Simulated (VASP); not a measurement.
A run of VASP 6.6.1 is set up as follows.

The input POSCAR:

```
ZnS
1.0
    0.0000000000      2.6940955531      2.5653177856
    2.6940955531      0.0000000000      2.5653177856
    2.6940955531      2.6940955531      0.0000000000
Zn S
1 1
Direct
    0.2500000000      0.2500000000      0.2500000000
    0.0000000000      0.0000000000      0.0000000000
```

Contents of INCAR.step1:

```
SYSTEM = ZnS
PREC = Accurate
ENCUT = 520
EDIFF = 1E-5
ISMEAR = 0
SIGMA = 0.01
LREAL = .FALSE.
LASPH = .TRUE.
NELM = 60
ALGO = Normal
ISIF = 2
LWAVE = .TRUE.
GGA = PE
NBANDS = 16
```

The input INCAR.step2:

```
SYSTEM = ZnS
PREC = Accurate
ENCUT = 520
EDIFF = 1E-7
ISMEAR = 0
SIGMA = 0.01
LREAL = .FALSE.
LASPH = .TRUE.
NELM = 60
ALGO = Normal
ISIF = 2
LWAVE = .FALSE.
LCHARG = .TRUE.
GGA = PE
LHFCALC = .TRUE.
HFSCREEN = 0.2079
PRECFOCK = Normal
LELF = .TRUE.
LVHAR = .TRUE.
ISTART = 1
NBANDS = 16
```

Contents of KPOINTS:

```
Automatic mesh
0
G
  6 6 6
  0 0 0
```

Potentials or basis: VASP PAW PBE potentials, release 64 (Zn, S).

Command:

```sh
$ cat potpaw_PBE.64/Zn/POTCAR potpaw_PBE.64/S/POTCAR > POTCAR
$ cp INCAR.step1 INCAR
$ mpirun -np 1 vasp_std > vasp.out
$ cp INCAR.step2 INCAR
$ mpirun -np 1 vasp_std > vasp.out
```

Problem. What does it give for the pressure?

Solution. 6.0 GPa.

Problem. What does it give for the band gap on the k mesh?

Solution. 3.49 eV.

Stress tensor (GPa, compression positive):
```
5.44 0.00 0.00
0.00 5.44 0.00
0.00 0.00 7.16
```

Caveat: the cell differs from its parent crystal (uniaxial z strain -4.8%); the cell stands under pressure; the PAW data sets were made with another functional, which shifts forces and pressure a little. A k mesh can miss the band edges.
